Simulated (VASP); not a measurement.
# TaN: single point with revPBE

The system is TaN.

```
Ta N
1.0
     0.00000    2.21132    2.21132
     2.21132    0.00000    2.21132
     2.21132    2.21132    0.00000
Ta N
1 1
Direct
  0.50000 0.50000 0.50000
  0.00000 0.00000 0.00000
```

* Program: VASP 6.6.1
* Task: single point
* Functional: revPBE
* Potentials or basis: VASP PAW PBE potentials, release 64 (Ta_pv, N)
* Cutoff: 520 eV
* k mesh: 10 × 10 × 10
* Occupations: fermi-dirac, width 0.05 eV
* Spin: no spin polarisation
* Dipole correction: no
* Further INCAR settings: ALGO = Normal; EDIFF = 1e-07; NBANDS = 15

* Pressure: 2.8 GPa
* Band gap on the k mesh: zero (band 8 reaches 11.28 eV, above the bottom of band 9 at 7.38 eV)

Levels at points of the mesh, in eV from the Fermi level:
```csv
k point,band 6,band 7,band 8,band 9,band 10,band 11
"(0.00, 0.00, 0.00)",-3.80,-3.80,-2.09,-2.09,-2.09,0.04
"(0.50, 0.00, 0.00)",-7.48,-7.48,1.82,1.82,1.92,3.72
"(0.50, 0.50, 0.00)",-5.38,-4.63,-4.63,2.04,3.41,3.41
```

It took 13 s on 1 thread of Intel Xeon 8259CL, on a shared host, peak memory 0.15 GiB.

Caveat: the PAW data sets were made with another functional, which shifts forces and pressure a little; spin-orbit coupling is left out, which moves the levels of the heavy elements.
